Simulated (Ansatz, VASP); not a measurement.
# Two plane-wave programs on Ge

```
Ge
1.0
     0.00000    2.83788    2.83788
     2.83788    0.00000    2.83788
     2.83788    2.83788    0.00000
Ge
2
Direct
  0.00000 0.00000 0.00000
  0.25000 0.25000 0.25000
```

Alike in both runs: functional PBEsol; k mesh 14 × 14 × 14; occupations gaussian, width 0.1 eV; no spin polarisation.

Ansatz relaxed the structure, and its values are those at the end. VASP's run is a single point on that final structure, the one shown.

|  | VASP | Ansatz |
| --- | --- | --- |
| version | VASP 6.6.1 | Ansatz 0.2.0 |
| potentials or method | VASP PAW PBE potentials, release 64 (Ge_d), cutoff 520 eV | scalar-relativistic, plane waves, PAW |
| valence electrons in the cell | 28 | 28 |

|  | VASP | Ansatz | Ansatz less VASP |
| --- | --- | --- | --- |
| gap on the k mesh at the Fermi level (eV) | none | none | - |
| pressure (GPa) | -0.4 | 0.0 | +0.42 |

VASP's potentials were made for PBE, not for PBEsol. A gap of «none» marks a metal or a gap that the smearing closes.
